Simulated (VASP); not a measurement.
Crystal: ClO.

```
CELL_PARAMETERS angstrom
3.18522 0.00000 0.00000
0.00000 3.18522 0.00000
0.00000 0.00000 3.18522
ATOMIC_POSITIONS crystal
Cl 0.00000 0.00000 0.00000
O 0.50000 0.50000 0.50000
```

* Program: VASP 6.6.1
* Task: relaxation of cell and atoms
* Functional: PBEsol
* Potentials or basis: VASP PAW PBE potentials, release 64 (Cl, O)
* Cutoff: 600 eV
* k mesh: 9 × 9 × 9
* Occupations: gaussian, width 0.1 eV
* Spin: no spin polarisation

At the start: pressure -13.8 GPa; volume 16.16 Å³/atom.

Question: Where does the relaxation end?

Answer: Over 4 steps the energy falls by 260.7 meV/atom and the volume is 11.75 Å³/atom (-27.3 %); space group Pm-3m (No. 221, to 0.05 Å).

The path:
| step | energy change (eV) | largest force (eV/Å) | pressure (GPa) | volume (Å³) |
| --- | --- | --- | --- | --- |
| 1 | 0.0000 | 0.0000 | -13.81 | 32.32 |
| 2 | -0.4473 | 0.0000 | -7.97 | 26.23 |
| 3 | -0.5204 | 0.0000 | -1.10 | 23.83 |
| 4 | -0.5214 | 0.0000 | 0.28 | 23.49 |

Final structure:
```cif
data_structure
_symmetry_space_group_name_H-M 'P 1'
_symmetry_Int_Tables_number 1
_cell_length_a 2.8641
_cell_length_b 2.8641
_cell_length_c 2.8641
_cell_angle_alpha 90.000
_cell_angle_beta 90.000
_cell_angle_gamma 90.000
_cell_volume 23.49
loop_
_atom_site_label
_atom_site_type_symbol
_atom_site_fract_x
_atom_site_fract_y
_atom_site_fract_z
_atom_site_occupancy
Cl1 Cl 0.00000 0.00000 0.00000 1
O1 O 0.50000 0.50000 0.50000 1
```

Caveat: the volume moved by over 15 % at a fixed basis, so the end points are rough; the PAW data sets were made with another functional, which shifts forces and pressure a little; an odd number of electrons without spin polarisation forces a metal; a magnetic or distorted state may lie lower.
